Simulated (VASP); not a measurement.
# ZrB2 (P6/mmm) in VASP: a series of runs

Runs on ZrB2. Level: LDA. Tasks: electric field gradients.

Program: VASP 6.6.1. These are calculated values, not measurements. Logs are shortened: lines on timing, memory, paths and dates and some standing lists are left out, and cuts for length are marked.

### Step 1. The cell of the first run

Symmetry: P6/mmm, No. 191, hexagonal system. The conventional cell has a = 3.154 Å, b = 3.154 Å, c = 3.508 Å, α = 90.00°, β = 90.00°, γ = 120.00°. Zr (site symmetry 6/mmm) has 12 B at 2.53 Å and 6 Zr at 3.15 Å within 3.3 Å. B (site symmetry -6m2) has 3 B at 1.82 Å within 2.4 Å.

### Step 2. Electric field gradients, LDA (volume scaled by 0.99)

Contents of INCAR:

```
ALGO     = Normal         # electronic algorithm
EDIFF    = 1E-8           # SCF threshold, eV
ENCUT    = 520            # plane-wave cutoff, eV
GGA      = CA             # functional
ISIF     = 2              # what is computed and relaxed
ISMEAR   = -1             # smearing method
LASPH    = True           # aspherical terms in the spheres
LCHARG   = False          # write CHGCAR
LEFG     = True         
LREAL    = False          # projectors in reciprocal space
LWAVE    = False          # write WAVECAR
NBANDS   = 16             # bands
NELM     = 100            # most SCF steps
PREC     = Accurate       # precision mode
SIGMA    = 0.05           # smearing width, eV
```

Contents of KPOINTS:

```
k-points
0
Gamma
  12 12 9
```

Contents of POSCAR:

```
ZrB2
1.0
    3.1544144627      0.0000000000      0.0000000000
   -1.5772072314      2.7318030588      0.0000000000
    0.0000000000      0.0000000000      3.5082273368
Zr B
1 2
Direct
    0.0000000000      0.0000000000      0.0000000000
    0.3333333333      0.6666666667      0.5000000000
    0.6666666667      0.3333333333      0.5000000000
```

Potentials or basis: VASP PAW LDA potentials, release 64 (Zr_sv, B).

Run with:

```bash
cat potpaw_LDA.64/Zr_sv/POTCAR potpaw_LDA.64/B/POTCAR > POTCAR
mpirun -np 1 vasp_std > vasp.out
```

OUTCAR:

```text
EDIFF = 1E-8
   ENCUT = 520
   GGA = CA
   ISIF = 2
   ISMEAR = -1
   LASPH = True
   LREAL = False
   NELM = 100
   PREC = Accurate

 ion  position               nearest neighbor table
   1  0.000  0.000  0.000-   2 2.53   3 2.53   2 2.53   3 2.53   3 2.53   3 2.53   2 2.53   2 2.53
                             3 2.53   3 2.53   2 2.53   2 2.53
   2  0.333  0.667  0.500-   3 1.82   3 1.82   3 1.82   1 2.53   1 2.53   1 2.53   1 2.53   1 2.53
                             1 2.53
   3  0.667  0.333  0.500-   2 1.82   2 1.82   2 1.82   1 2.53   1 2.53   1 2.53   1 2.53   1 2.53
                             1 2.53

  LATTYP: Found a hexagonal cell.
 ALAT       =     3.1544144627
 C/A-ratio  =     1.1121643583

  Lattice vectors:

 A1 = (   3.1544144627,   0.0000000000,   0.0000000000)
 A2 = (  -1.5772072314,   2.7318030588,   0.0000000000)
 A3 = (   0.0000000000,   0.0000000000,   3.5082273368)

Analysis of symmetry for initial positions (statically):
=====================================================================
 Subroutine PRICEL returns:
 Original cell was already a primitive cell.

 Routine SETGRP: Setting up the symmetry group for a
 hexagonal supercell.

 Subroutine GETGRP returns: Found 24 space group operations
 (whereof 24 operations were pure point group operations)
 out of a pool of 24 trial point group operations.

The static configuration has the point symmetry D_6h.

Analysis of symmetry for dynamics (positions and initial velocities):
=====================================================================
 Subroutine PRICEL returns:
 Original cell was already a primitive cell.

 Routine SETGRP: Setting up the symmetry group for a
 hexagonal supercell.

 Subroutine GETGRP returns: Found 24 space group operations
 (whereof 24 operations were pure point group operations)
 out of a pool of 24 trial point group operations.

The dynamic configuration has the point symmetry D_6h.

 Subroutine INISYM returns: Found 24 space group operations
 (whereof 24 operations are pure point group operations),
 and found     1 'primitive' translations

----------------------------------------------------------------------------------------

[... 137 lines left out ...]
  ---------------------------------------------------
  free energy    TOTEN  =       -27.47874828 eV

  energy without entropy =      -27.47681021  energy(sigma->0) =      -27.47777924

 E-fermi :  10.7226     XC(G=0): -12.6654

 val. band max:       10.7224744317   @ k =   0.1667   0.1667   0.1111
 cond. band min:      10.7903735574   @ k =   0.1667   0.1667   0.2222
 fundamental gap:      0.0678991257
 Fermi energy:        10.7226335935

 k-point     1 :       0.0000    0.0000    0.0000
  band No.  band energies     occupation
      1     -37.6392      2.00000
      2     -15.9923      2.00000
      3     -15.4043      2.00000
      4     -15.4043      2.00000
      5      -1.9837      2.00000
      6       7.9793      2.00000
[... 433 lines left out ...]
      3     -15.8933      2.00000
      4     -15.5722      2.00000
      5       0.0861      2.00000
      6       4.2345      2.00000
[... 8 lines left out ...]
     15      18.4569      0.00000
     16      21.4259      0.00000

 [... further k-points ...]

------------------------ aborting loop because EDIFF is reached ----------------------------------------

  FORCE on cell =-STRESS in cart. coord.  units (eV):
  Direction    XX          YY          ZZ          XY          YZ          ZX
  --------------------------------------------------------------------------------------
  -------------------------------------------------------------------------------------
  Total       -0.9031918     -0.9031918     -0.6950665      0.0000000     -0.0000000     -0.0000000
  in kB      -47.8668353    -47.8668353    -36.8367273      0.0000000     -0.0000000     -0.0000000
  external PRESSURE =     -44.1901326 kB  Pullay stress =       0.0000000 kB

 VOLUME and BASIS-vectors are now :
 -----------------------------------------------------------------------------
  energy-cutoff  :      520.00
  volume of cell :       30.23
      direct lattice vectors                 reciprocal lattice vectors
     3.154414463  0.000000000  0.000000000     0.317016046  0.183029299  0.000000000
    -1.577207231  2.731803059  0.000000000     0.000000000  0.366058599  0.000000000
     0.000000000  0.000000000  3.508227337     0.000000000  0.000000000  0.285044241

 POSITION                                       TOTAL-FORCE (eV/Angst)
 -----------------------------------------------------------------------------------
      0.00000      0.00000      0.00000        -0.000000      0.000000      0.000000
     -0.00000      1.82120      1.75411        -0.000000      0.000000      0.000000
      1.57721      0.91060      1.75411         0.000000      0.000000      0.000000
 -----------------------------------------------------------------------------------
    total drift:                               -0.000000      0.000000     -0.000000

  FREE ENERGIE OF THE ION-ELECTRON SYSTEM (eV)
  ---------------------------------------------------
  free  energy   TOTEN  =       -27.4787482831 eV

  energy  without entropy=      -27.4768102067  energy(sigma->0) =      -27.47777924

 Electric field gradients (V/A^2)
---------------------------------------------------------------------
 ion       V_xx      V_yy      V_zz      V_xy      V_xz      V_yz
---------------------------------------------------------------------
   1     -22.516   -22.516    45.032    -0.000    -0.000    -0.000
   2      -0.880    -0.880     1.760    -0.000     0.000    -0.000
   3      -0.880    -0.880     1.760    -0.000    -0.000     0.000
---------------------------------------------------------------------

 Electric field gradients after diagonalization (V/A^2)
 (convention: |V_zz| > |V_xx| > |V_yy|)
----------------------------------------------------------------------
 ion       V_xx      V_yy      V_zz     asymmetry (V_yy - V_xx)/ V_zz
----------------------------------------------------------------------
   1     -22.516   -22.516    45.032       0.000
   2      -0.880    -0.880     1.760       0.000
   3      -0.880    -0.880     1.760       0.000
----------------------------------------------------------------------

           NMR quadrupolar parameters

 Cq : quadrupolar parameter    Cq=e*Q*V_zz/h
 eta: asymmetry parameters     (V_yy - V_xx)/ V_zz
 Q  : nuclear electric quadrupole moment in mb (millibarn)
----------------------------------------------------------------------
 ion       Cq(MHz)       eta       Q (mb)
----------------------------------------------------------------------
   1       0.109       0.000       1.000
   2       0.004       0.000       1.000
   3       0.004       0.000       1.000
----------------------------------------------------------------------
```

OSZICAR:

```text
N       E                     dE             d eps       ncg     rms          rms(c)
DAV:   1     0.100449384688E+03    0.10045E+03   -0.97449E+03  3048   0.112E+03
DAV:   2    -0.260547725036E+02   -0.12650E+03   -0.12125E+03  3936   0.290E+02
DAV:   3    -0.302156205447E+02   -0.41608E+01   -0.41439E+01  4608   0.453E+01
DAV:   4    -0.302807072958E+02   -0.65087E-01   -0.65080E-01  3704   0.523E+00
DAV:   5    -0.302823057806E+02   -0.15985E-02   -0.15984E-02  4592   0.556E-01    0.224E+01
DAV:   6    -0.275359590996E+02    0.27463E+01   -0.61170E+00  3928   0.165E+01    0.898E+00
DAV:   7    -0.274835580996E+02    0.52401E-01   -0.62815E-01  4208   0.490E+00    0.342E+00
DAV:   8    -0.274837657074E+02   -0.20761E-03   -0.10736E-01  3680   0.264E+00    0.391E-01
DAV:   9    -0.274790534659E+02    0.47122E-02   -0.21719E-02  3744   0.112E+00    0.182E-01
DAV:  10    -0.274787439780E+02    0.30949E-03   -0.15647E-03  3624   0.359E-01    0.427E-02
DAV:  11    -0.274787496114E+02   -0.56334E-05   -0.56493E-05  3968   0.703E-02    0.110E-02
DAV:  12    -0.274787485277E+02    0.10837E-05   -0.30425E-06  3808   0.153E-02    0.624E-03
DAV:  13    -0.274787482792E+02    0.24847E-06   -0.48409E-07  4640   0.613E-03    0.116E-03
DAV:  14    -0.274787482831E+02   -0.39072E-08   -0.23480E-08  3344   0.136E-03
   1 F= -.27478748E+02 E0= -.27477779E+02  d E =-.193808E-02
```

stdout:

```text
POSCAR found type information on POSCAR ZrB
 POSCAR found :  2 types and       3 ions
 scaLAPACK will be used
 LDA part: xc-table for (Slater(with rela. corr.)+CA(PZ))
 , standard interpolation
 POSCAR, INCAR and KPOINTS ok, starting setup
 FFT: planning ... GRIDC
 FFT: planning ... GRID_SOFT
 FFT: planning ... GRID
 WAVECAR not read
 entering main loop
ion   1

ion   2

ion   3
```

Wall time 29 s (1 thread of Intel Xeon Platinum 8259CL at 2.50GHz (Skylake/Cascade Lake), shared host); peak memory 0.16 GiB.

Results:

```
Free energy            : -27.4787 eV
Pressure               : -4.4 GPa
Band gap on the k mesh : zero (band 9 reaches 11.40 eV, above the bottom of band 10 at 10.12 eV)
```

Levels at points of the mesh, in eV from the Fermi level:
```csv
k point,band 5,band 6,band 7,band 8,band 9,band 10,band 11,band 12,band 13,band 14
"(0.00, 0.00, 0.00)",-12.71,-2.74,-2.74,-2.70,-2.34,3.38,3.38,4.17,4.17,5.02
"(0.50, 0.00, 0.00)",-9.01,-8.41,-4.00,-3.12,-2.80,2.22,2.26,4.93,5.04,6.61
```

Electric field gradients, principal values (V/Å²):
```
atom    least   middle  greatest (by size)
1 Zr  -22.516  -22.516              45.032
 2 B   -0.880   -0.880               1.760
 3 B   -0.880   -0.880               1.760
```

Caveat: without QUAD_EFG the Cq values of the log hold for a quadrupole moment of 1 mb, not for the nuclei.

### Step 3. Electric field gradients, LDA (volume scaled by 0.99)

Contents of INCAR:

```
PREC = Accurate
ENCUT = 520
EDIFF = 1E-8
ISMEAR = -1
SIGMA = 0.05
LREAL = F
LASPH = T
NELM = 60
ALGO = Normal
ISIF = 2
LWAVE = F
LCHARG = F
LEFG = T
NBANDS = 16
```

Contents of KPOINTS:

```
Automatic mesh
0
Gamma
  12 12 9
```

POSCAR is that of step 2.

Potentials or basis: VASP PAW LDA potentials, release 64 (Zr_sv, B).

Run with:

```bash
cat potpaw_LDA.64/Zr_sv/POTCAR potpaw_LDA.64/B/POTCAR > POTCAR
mpirun -np 1 vasp_std > vasp.out
```

OUTCAR:

```text
PREC = Accurate
   ENCUT = 520
   EDIFF = 1E-8
   ISMEAR = -1
   LREAL = F
   LASPH = T
   NELM = 60
   ISIF = 2

 ion  position               nearest neighbor table
   1  0.000  0.000  0.000-   2 2.53   3 2.53   2 2.53   3 2.53   3 2.53   3 2.53   2 2.53   2 2.53
                             3 2.53   3 2.53   2 2.53   2 2.53
   2  0.333  0.667  0.500-   3 1.82   3 1.82   3 1.82   1 2.53   1 2.53   1 2.53   1 2.53   1 2.53
                             1 2.53
   3  0.667  0.333  0.500-   2 1.82   2 1.82   2 1.82   1 2.53   1 2.53   1 2.53   1 2.53   1 2.53
                             1 2.53

  LATTYP: Found a hexagonal cell.
 ALAT       =     3.1544144627
 C/A-ratio  =     1.1121643583

  Lattice vectors:

 A1 = (   3.1544144627,   0.0000000000,   0.0000000000)
 A2 = (  -1.5772072314,   2.7318030588,   0.0000000000)
 A3 = (   0.0000000000,   0.0000000000,   3.5082273368)

Analysis of symmetry for initial positions (statically):
=====================================================================
 Subroutine PRICEL returns:
 Original cell was already a primitive cell.

 Routine SETGRP: Setting up the symmetry group for a
 hexagonal supercell.

 Subroutine GETGRP returns: Found 24 space group operations
 (whereof 24 operations were pure point group operations)
 out of a pool of 24 trial point group operations.

The static configuration has the point symmetry D_6h.

Analysis of symmetry for dynamics (positions and initial velocities):
=====================================================================
 Subroutine PRICEL returns:
 Original cell was already a primitive cell.

[... 617 lines left out ...]
     15      18.4569      0.00000
     16      21.4259      0.00000

 [... further k-points ...]

------------------------ aborting loop because EDIFF is reached ----------------------------------------

  FORCE on cell =-STRESS in cart. coord.  units (eV):
  Direction    XX          YY          ZZ          XY          YZ          ZX
  --------------------------------------------------------------------------------------
  -------------------------------------------------------------------------------------
  Total       -0.9031918     -0.9031918     -0.6950665      0.0000000     -0.0000000     -0.0000000
  in kB      -47.8668353    -47.8668353    -36.8367273      0.0000000     -0.0000000     -0.0000000
  external PRESSURE =     -44.1901326 kB  Pullay stress =       0.0000000 kB

 VOLUME and BASIS-vectors are now :
 -----------------------------------------------------------------------------
  energy-cutoff  :      520.00
  volume of cell :       30.23
      direct lattice vectors                 reciprocal lattice vectors
     3.154414463  0.000000000  0.000000000     0.317016046  0.183029299  0.000000000
    -1.577207231  2.731803059  0.000000000     0.000000000  0.366058599  0.000000000
     0.000000000  0.000000000  3.508227337     0.000000000  0.000000000  0.285044241

 POSITION                                       TOTAL-FORCE (eV/Angst)
 -----------------------------------------------------------------------------------
      0.00000      0.00000      0.00000        -0.000000      0.000000      0.000000
     -0.00000      1.82120      1.75411        -0.000000      0.000000      0.000000
      1.57721      0.91060      1.75411         0.000000      0.000000      0.000000
 -----------------------------------------------------------------------------------
    total drift:                               -0.000000      0.000000     -0.000000

  FREE ENERGIE OF THE ION-ELECTRON SYSTEM (eV)
  ---------------------------------------------------
  free  energy   TOTEN  =       -27.4787482831 eV

  energy  without entropy=      -27.4768102067  energy(sigma->0) =      -27.47777924

 Electric field gradients (V/A^2)
---------------------------------------------------------------------
 ion       V_xx      V_yy      V_zz      V_xy      V_xz      V_yz
---------------------------------------------------------------------
   1     -22.516   -22.516    45.032    -0.000    -0.000    -0.000
   2      -0.880    -0.880     1.760    -0.000     0.000    -0.000
   3      -0.880    -0.880     1.760    -0.000    -0.000     0.000
---------------------------------------------------------------------

 Electric field gradients after diagonalization (V/A^2)
 (convention: |V_zz| > |V_xx| > |V_yy|)
----------------------------------------------------------------------
 ion       V_xx      V_yy      V_zz     asymmetry (V_yy - V_xx)/ V_zz
----------------------------------------------------------------------
   1     -22.516   -22.516    45.032       0.000
   2      -0.880    -0.880     1.760       0.000
   3      -0.880    -0.880     1.760       0.000
----------------------------------------------------------------------

           NMR quadrupolar parameters

 Cq : quadrupolar parameter    Cq=e*Q*V_zz/h
 eta: asymmetry parameters     (V_yy - V_xx)/ V_zz
 Q  : nuclear electric quadrupole moment in mb (millibarn)
----------------------------------------------------------------------
 ion       Cq(MHz)       eta       Q (mb)
----------------------------------------------------------------------
   1       0.109       0.000       1.000
   2       0.004       0.000       1.000
   3       0.004       0.000       1.000
----------------------------------------------------------------------
```

OSZICAR:

```text
N       E                     dE             d eps       ncg     rms          rms(c)
DAV:   1     0.100449384688E+03    0.10045E+03   -0.97449E+03  3048   0.112E+03
DAV:   2    -0.260547725036E+02   -0.12650E+03   -0.12125E+03  3936   0.290E+02
DAV:   3    -0.302156205447E+02   -0.41608E+01   -0.41439E+01  4608   0.453E+01
DAV:   4    -0.302807072958E+02   -0.65087E-01   -0.65080E-01  3704   0.523E+00
DAV:   5    -0.302823057806E+02   -0.15985E-02   -0.15984E-02  4592   0.556E-01    0.224E+01
DAV:   6    -0.275359590996E+02    0.27463E+01   -0.61170E+00  3928   0.165E+01    0.898E+00
DAV:   7    -0.274835580996E+02    0.52401E-01   -0.62815E-01  4208   0.490E+00    0.342E+00
DAV:   8    -0.274837657074E+02   -0.20761E-03   -0.10736E-01  3680   0.264E+00    0.391E-01
DAV:   9    -0.274790534659E+02    0.47122E-02   -0.21719E-02  3744   0.112E+00    0.182E-01
DAV:  10    -0.274787439780E+02    0.30949E-03   -0.15647E-03  3624   0.359E-01    0.427E-02
DAV:  11    -0.274787496114E+02   -0.56334E-05   -0.56493E-05  3968   0.703E-02    0.110E-02
DAV:  12    -0.274787485277E+02    0.10837E-05   -0.30425E-06  3808   0.153E-02    0.624E-03
DAV:  13    -0.274787482792E+02    0.24847E-06   -0.48409E-07  4640   0.613E-03    0.116E-03
DAV:  14    -0.274787482831E+02   -0.39072E-08   -0.23480E-08  3344   0.136E-03
   1 F= -.27478748E+02 E0= -.27477779E+02  d E =-.193808E-02
```

It took 30 s on 1 thread of Intel Xeon Platinum 8259CL at 2.50GHz (Skylake/Cascade Lake), shared host; peak memory 0.16 GiB.

Results:

| Property | Result |
| --- | --- |
| Free energy | -27.4787 eV |
| Pressure | -4.4 GPa |
| Band gap on the k mesh | zero (band 9 reaches 11.40 eV, above the bottom of band 10 at 10.12 eV) |

Levels at points of the mesh, in eV from the Fermi level:
| k point | band 6 | band 7 | band 8 | band 9 | band 10 | band 11 | band 12 | band 13 |
| --- | --- | --- | --- | --- | --- | --- | --- | --- |
| (0.00, 0.00, 0.00) | -2.74 | -2.74 | -2.70 | -2.34 | 3.38 | 3.38 | 4.17 | 4.17 |
| (0.50, 0.00, 0.00) | -8.41 | -4.00 | -3.12 | -2.80 | 2.22 | 2.26 | 4.93 | 5.04 |

Electric field gradients, principal values (V/Å²):
```csv
atom,least,middle,greatest (by size)
1 Zr,-22.516,-22.516,45.032
2 B,-0.880,-0.880,1.760
3 B,-0.880,-0.880,1.760
```

Caveat: without QUAD_EFG the Cq values of the log hold for a quadrupole moment of 1 mb, not for the nuclei.

[end of part 1 of 2]
